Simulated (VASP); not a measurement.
Input of a VASP 6.6.1 run:

INCAR

```
  PREC = Accurate
  ENCUT = 520
  EDIFF = 1E-6
  ISMEAR = 0
  SIGMA = 0.01
  LREAL = False
  LASPH = True
  NELM = 100
  ALGO = Normal
  ISIF = 2
  LWAVE = False
  LCHARG = False
  GGA = PE
  NBANDS = 37
```

Contents of KPOINTS:

```
regular mesh
0
Gamma
  6 6 6
```

The input POSCAR:

```
LiPS3
1.0
    5.6201538984     -3.5307507321     -0.0256862972
    5.6201538984      3.5307507321     -0.0256862972
   -3.8629284047      0.0000000000      5.3731890603
Li P S
2 2 6
Direct
    0.7575296328      0.2424703672      0.0000000000
    0.2424703672      0.7575296328      0.0000000000
    0.1518475010      0.1518475010      0.5771375667
    0.8481524990      0.8481524990      0.4228624333
    0.2205610879      0.7794389121      0.5000000000
    0.7794389121      0.2205610879      0.5000000000
    0.1940796228      0.1940796228      0.3230648879
    0.8059203772      0.8059203772      0.6769351121
    0.3199590208      0.3199590208      0.9346811496
    0.6800409792      0.6800409792      0.0653188504
```

Potentials or basis: VASP PAW PBE potentials, release 64 (Li_sv, P, S).

Launch:

```console
$ cat potpaw_PBE.64/Li_sv/POTCAR potpaw_PBE.64/P/POTCAR potpaw_PBE.64/S/POTCAR > POTCAR
$ mpirun -np 1 vasp_std > vasp.out
```

**Question.** Estimate the largest force.

**Answer.** 0.243 eV/Å.

**Question.** Predict the band gap on the k mesh.

**Answer.** 1.81 eV (least direct gap 2.18 eV).

Forces on the atoms (eV/Å):
```
Li   0.000 -0.004  0.000
Li   0.000  0.004  0.000
P   -0.061  0.000 -0.041
P    0.061  0.000  0.041
S    0.000 -0.178  0.000
S    0.000  0.178  0.000
S    0.147  0.000 -0.168
S   -0.147  0.000  0.168
S    0.091  0.000  0.226
S   -0.091  0.000 -0.226
```

 As with any semilocal functional, this PBE gap is likely too small.
